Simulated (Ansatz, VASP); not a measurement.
# SrTiO3: VASP beside Ansatz

```
Sr Ti O
1.0
     3.90500   -0.05858   -0.05858
    -0.05858    3.90500   -0.05858
    -0.05858   -0.05858    3.90500
Sr Ti O
1 1 3
Direct
  0.00000 0.00000 0.00000
  0.50000 0.50000 0.50000
  0.00000 0.50000 0.50000
  0.50000 0.00000 0.50000
  0.50000 0.50000 0.00000
```

Change from the starting cell: equal xy, yz and zx shear strains of -3 %, crystal datasets.

Alike in both runs: task electric field gradients; functional PBEsol; k mesh 7 × 7 × 7; occupations fermi-dirac, width 0.05 eV; no spin polarisation.

|  | VASP | Ansatz |
| --- | --- | --- |
| version | VASP 6.6.1 | Ansatz 0.2.0 |
| potentials or method | VASP PAW PBE potentials, release 64 (Sr_sv, Ti_sv, O), cutoff 520 eV | all-electron PAW with datasets made for the crystal, scalar-relativistic |

Ansatz gave:

```
pressure (GPa)                                                : -1.7
traceless stress, the component that is largest in VASP (GPa) : 3.43
size of Vzz on the site where it differs most (V/Å²)          : 12.7
```

Q: Estimate VASP's values.

A: Pressure (GPa): -1.1; traceless stress, the component that is largest in VASP (GPa): 3.45; size of Vzz on the site where it differs most (V/Å²): 11.9.

VASP's potentials were made for PBE, not for PBEsol. Ansatz ran all-electron here, and VASP with PAW potentials.
